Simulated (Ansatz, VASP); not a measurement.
TiSe2 in VASP and in Ansatz

```xyz
3
Lattice="3.5408 0.0000 0.0000 -1.7704 3.0664 0.0000 0.0000 0.0000 6.0906" Properties=species:S:1:pos:R:3 pbc="T T T"
Ti    0.0000    0.0000    0.0000
Se    0.0000    2.0443    1.5226
Se    1.7704    1.0221    4.5681
```

Alike in both runs: task single point; functional PBE-based screened hybrid with a share of 0.4 of exact exchange and HFSCREEN = 0.2078; k mesh 6 × 6 × 2; occupations fermi-dirac, width 0.02 eV; no spin polarisation.

|  | VASP | Ansatz |
| --- | --- | --- |
| version | VASP 6.6.1 | Ansatz 0.2.0 |
| potentials or method | VASP PAW PBE potentials, release 64 (Ti_sv, Se) | plane waves |
| plane-wave cutoff (eV) | 400 | 420 |
| valence electrons in the cell | 24 | 44 |

|  | VASP | Ansatz | Ansatz less VASP |
| --- | --- | --- | --- |
| pressure (GPa) | -0.7 | -0.1 | +0.60 |
| traceless stress, the component that is largest in VASP (GPa) | -0.76 | -0.71 | +0.058 |
| rms of the force components (eV/Å) | 0.202 | 0.184 | -0.0178 |

VASP's potentials were made for PBE, not for PBE-based screened hybrid. Atom by atom the forces differ by 0.018 eV/Å (rms over components). VASP's potentials hold 24 valence electrons a cell and Ansatz's 44, so a difference there can come from the potentials and not from the codes. Ansatz's warnings: stress exchange threshold loose, stress scf threshold loose.

The k mesh is coarse, so the values compare programs but aren't converged.
